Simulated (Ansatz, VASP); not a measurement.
**Ir3Ru4: VASP beside Ansatz**

```
Ru Ir
1.0
     5.00213    0.00000    0.00000
     0.00000    5.00213    0.00000
     0.00000    0.00000    5.00213
Ru Ir
4 3
Direct
  0.50000 0.00000 0.00000
  0.00000 0.50000 0.00000
  0.00000 0.00000 0.50000
  0.50000 0.50000 0.50000
  0.00000 0.50000 0.50000
  0.50000 0.00000 0.50000
  0.50000 0.50000 0.00000
```

Alike in both runs: functional PBE; k mesh 4 × 4 × 4; occupations gaussian, width 0.1 eV; no spin polarisation.

Ansatz relaxed the structure, and its values are those at the end. VASP's run is a single point on that final structure, the one shown.

|  | VASP | Ansatz |
| --- | --- | --- |
| version | VASP 6.6.1 | Ansatz 0.2.0 |
| potentials or method | VASP PAW PBE potentials, release 64 (Ru_pv, Ir), cutoff 520 eV | scalar-relativistic, plane waves, PAW |
| valence electrons in the cell | 83 | 115 |

|  | VASP | Ansatz | Ansatz less VASP |
| --- | --- | --- | --- |
| gap on the k mesh at the Fermi level (eV) | none | none | - |
| pressure (GPa) | 0.1 | -0.1 | -0.19 |

A gap of «none» marks a metal or a gap that the smearing closes. VASP's potentials hold 83 valence electrons a cell and Ansatz's 115, so a difference there can come from the potentials and not from the codes.

Neither program's run includes spin-orbit coupling. Noted on VASP's run: too few bands were computed for a metal, which touches its energy and stress.
